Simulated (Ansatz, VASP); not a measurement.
## C in VASP and in Ansatz

The input INCAR:

```
PREC = Accurate ; ENCUT = 520
EDIFF = 1E-8 ; ISMEAR = -1
SIGMA = 0.03 ; LREAL = False
LASPH = True ; NELM = 100
ALGO = Normal ; ISIF = 2
LWAVE = False ; LCHARG = False
GGA = PE ; LEFG = True
NBANDS = 11
```

KPOINTS

```
Automatic mesh
0
Gamma
  16 16 16
```

Contents of POSCAR:

```
C
1.0
   -0.0267510000      1.7834000000      1.7834000000
    1.7834000000     -0.0267510000      1.7834000000
    1.7566490000      1.7566490000      0.0000000000
C
2
Direct
    0.5000000000      0.5000000000      0.5000000000
    0.7500000000      0.7500000000      0.7500000000
```

Input for Ansatz:

```yaml
crystal:
  lattice:
    - [-0.026751, 1.7834, 1.7834]
    - [1.7834, -0.026751, 1.7834]
    - [1.756649, 1.756649, 0.0]
  atoms:
    - { symbol: C, position: [0.5, 0.5, 0.5] }
    - { symbol: C, position: [0.75, 0.75, 0.75] }
kpoints:
  mp_grid: { grid: [16, 16, 16] }
scf:
  occupations: { method: fermi_dirac, width: 0.03 }
hamiltonian:
  xc: pbe
  pseudopotentials: { kind: all_electron, datasets: crystal }
output:
  forces: true
  stress: true
  eigenvalues: true
  efg: { contact_densities: true }
```

Change from the starting cell: xy shear strain of -3 %, crystal datasets.

Alike in both runs: task electric field gradients; functional PBE; k mesh 16 × 16 × 16; occupations fermi-dirac, width 0.03 eV; no spin polarisation.

```csv
,VASP,Ansatz
version,VASP 6.6.1,Ansatz 0.2.0
potentials or method,"VASP PAW PBE potentials, release 64 (C), cutoff 520 eV","all-electron PAW with datasets made for the crystal, scalar-relativistic"
```

Ansatz gave:

| Quantity | Value |
| --- | --- |
| gap on the k mesh at the Fermi level (eV) | 4.03 |
| pressure (GPa) | 2.2 |
| traceless stress, the component that is largest in VASP (GPa) | 17.02 |
| rms of the force components (eV/Å) | 0.051 |
| size of Vzz on the site where it differs most (V/Å²) | 3.1 |

What did VASP give for the same quantities?

gap on the k mesh at the Fermi level (eV): 4.02; pressure (GPa): 2.9; traceless stress, the component that is largest in VASP (GPa): 17.11; rms of the force components (eV/Å): 0.056; size of Vzz on the site where it differs most (V/Å²): 3.4.

Atom by atom the forces differ by 0.005 eV/Å (rms over components). Ansatz ran all-electron here, and VASP with PAW potentials.
